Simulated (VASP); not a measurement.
Here is a VASP 6.6.1 calculation.

INCAR

```
ALGO = Normal
EDIFF = 1E-6
EDIFFG = -0.01
ENCUT = 600
GGA = PE
IBRION = 2
ISIF = 4
ISMEAR = 0
LASPH = True
LCHARG = False
LREAL = False
LWAVE = False
NELM = 80
NSW = 50
PREC = Accurate
SIGMA = 0.02
```

KPOINTS

```
k-points
0
Gamma
  8 8 4
```

The input POSCAR:

```
InGa3P4
1.0
    4.0437646640      0.0000000000      0.0000000000
    0.0000000000      4.0437646640      0.0000000000
    0.0000000000      0.0000000000     11.5058409092
In Ga P
1 3 4
Direct
    0.5000000000      0.5000000000      0.0000000000
    0.0000000000      0.0000000000      0.7405124507
    0.0000000000      0.0000000000      0.2594875493
    0.5000000000      0.5000000000      0.5000000000
    0.5000000000      0.0000000000      0.8595395373
    0.0000000000      0.5000000000      0.1404604627
    0.5000000000      0.0000000000      0.3798238888
    0.0000000000      0.5000000000      0.6201761112
```

Potentials or basis: VASP PAW PBE potentials, release 64 (In_d, Ga_d, P).

Command:

```sh
$ cat potpaw_PBE.64/In_d/POTCAR potpaw_PBE.64/Ga_d/POTCAR potpaw_PBE.64/P/POTCAR > POTCAR
$ mpirun -np 1 vasp_std > vasp.out
```

Task: Predict the band gap on the k mesh.

Result: 0.70 eV.

Final structure:
```
In Ga P
1.0
     4.04402    0.00000    0.00000
     0.00000    4.04402    0.00000
     0.00000    0.00000   11.50441
In Ga P
1 3 4
Direct
  0.50000 0.50000 0.00000
  0.00000 0.00000 0.74049
  0.00000 0.00000 0.25951
  0.50000 0.50000 0.50000
  0.50000 0.00000 0.85963
  0.00000 0.50000 0.14037
  0.50000 0.00000 0.37983
  0.00000 0.50000 0.62017
```

Caveat: spin-orbit coupling is left out, which moves the levels of the heavy elements. A k mesh can miss the band edges.
